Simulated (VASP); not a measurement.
A run of VASP 6.6.1:

INCAR

```
PREC = Accurate
ENCUT = 520
EDIFF = 1E-6
ISMEAR = -1
SIGMA = 0.05
LREAL = False
LASPH = True
NELM = 100
ALGO = Normal
ISIF = 2
LWAVE = False
LCHARG = True
GGA = PS
IVDW = 12
LELF = True
LVHAR = True
NBANDS = 18
```

The input KPOINTS:

```
Automatic mesh
0
Gamma
  8 8 5
```

The input POSCAR:

```
PtSe2
1.0
    3.7359399437      0.0000000000      0.0000000000
   -1.8679699719      3.2354188983      0.0000000000
    0.0000000000      0.0000000000      4.6434449045
Pt Se
1 2
Direct
    0.0000000000      0.0000000000      0.0000000000
    0.6666666667      0.3333333333      0.7277932855
    0.3333333333      0.6666666667      0.2722067145
```

Potentials or basis: VASP PAW PBE potentials, release 64 (Pt, Se).

Command:

```console
$ cat potpaw_PBE.64/Pt/POTCAR potpaw_PBE.64/Se/POTCAR > POTCAR
$ mpirun -np 1 vasp_std > vasp.out
```

Hardware: 1 thread of Intel(R) Xeon(R) Platinum 8559C (Emerald Rapids), with other jobs on the host.

Question: How long does it take, and how much memory?

Answer: Run time: 27 s on 1 thread of Intel(R) Xeon(R) Platinum 8559C (Emerald Rapids) (shared host), peak memory 0.2 GiB. Counts: scf iterations 12, k points 40.
